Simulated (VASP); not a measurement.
A run of VASP 6.6.1 is set up as follows.

File INCAR:

```
SYSTEM = Sn
ALGO     = Fast           ! electronic algorithm
EDIFF    = 1E-6           ! SCF threshold, eV
ENCUT    = 520            ! plane-wave cutoff, eV
GGA      = PE             ! functional
ISIF     = 2              ! what is computed and relaxed
ISMEAR   = 0              ! smearing method
LASPH    = .TRUE.         ! aspherical terms in the spheres
LCHARG   = .FALSE.        ! write CHGCAR
LREAL    = .FALSE.        ! projectors in reciprocal space
LWAVE    = .FALSE.        ! write WAVECAR
NBANDS   = 13             ! bands
NELM     = 100            ! most SCF steps
PREC     = Accurate       ! precision mode
SIGMA    = 0.016          ! smearing width, eV
```

The input KPOINTS:

```
k-points
0
G
  10 10 10
  0 0 0
```

Contents of POSCAR:

```
Sn
1.0
   -2.0291894110      2.0291894110      1.6607599896
    2.0291894110     -2.0291894110      1.6607599896
    2.0291894110      2.0291894110     -1.6607599896
Sn
1
Direct
    0.0000000000      0.0000000000      0.0000000000
```

Potentials or basis: VASP PAW PBE potentials, release 64 (Sn_d).

Run with:

```sh
$ cat potpaw_PBE.64/Sn_d/POTCAR > POTCAR
$ mpirun -np 1 vasp_std > vasp.out
```

Problem. Predict the pressure.

Solution. 0.8 GPa.

Problem. Predict the band gap on the k mesh.

Solution. Zero (band 7 reaches 14.75 eV, above the bottom of band 8 at 5.95 eV).

Stress tensor (GPa, compression positive):
```
0.31 0.00 0.00
0.00 0.31 0.00
0.00 0.00 1.83
```

Caveat: spin-orbit coupling is left out, which moves the levels of the heavy elements.
